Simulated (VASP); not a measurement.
H, 4 atoms in the cell. It takes space group P6_3/mmc (No. 194, hexagonal). The conventional cell has a = 3.796 Å, b = 3.796 Å, c = 6.190 Å, α = 90.00°, β = 90.00°, γ = 120.00°. H (site symmetry 3m) has 1 H at 1.57 Å within 2.1 Å. 

- Program: VASP 6.6.1
- Task: single point
- Functional: RPBE
- Potentials or basis: VASP PAW PBE potentials, release 64 (H)
- Cutoff: 520 eV
- k mesh: 8 × 8 × 4
- Occupations: fermi-dirac, width 0.0463 eV
- Spin: no spin polarisation
- Dipole correction: no
- Further INCAR settings: ALGO = Normal; EDIFF = 1e-06; NBANDS = 10

Potentials or basis: VASP PAW PBE potentials, release 64 (H).

Command:

```console
$ cat potpaw_PBE.64/H/POTCAR > POTCAR
$ mpirun -np 1 vasp_std > vasp.out
```

Hardware: 1 thread of Intel(R) Xeon(R) Platinum 8375C CPU @ 2.90GHz (Ice Lake) (shared host).

**Question.** How long does it take, and how much memory?

**Answer.** Wall time 39 s on 1 thread of Intel(R) Xeon(R) Platinum 8375C CPU @ 2.90GHz (Ice Lake), on a shared host, peak memory 0.19 GiB. Counts: scf iterations 12, k points 78.
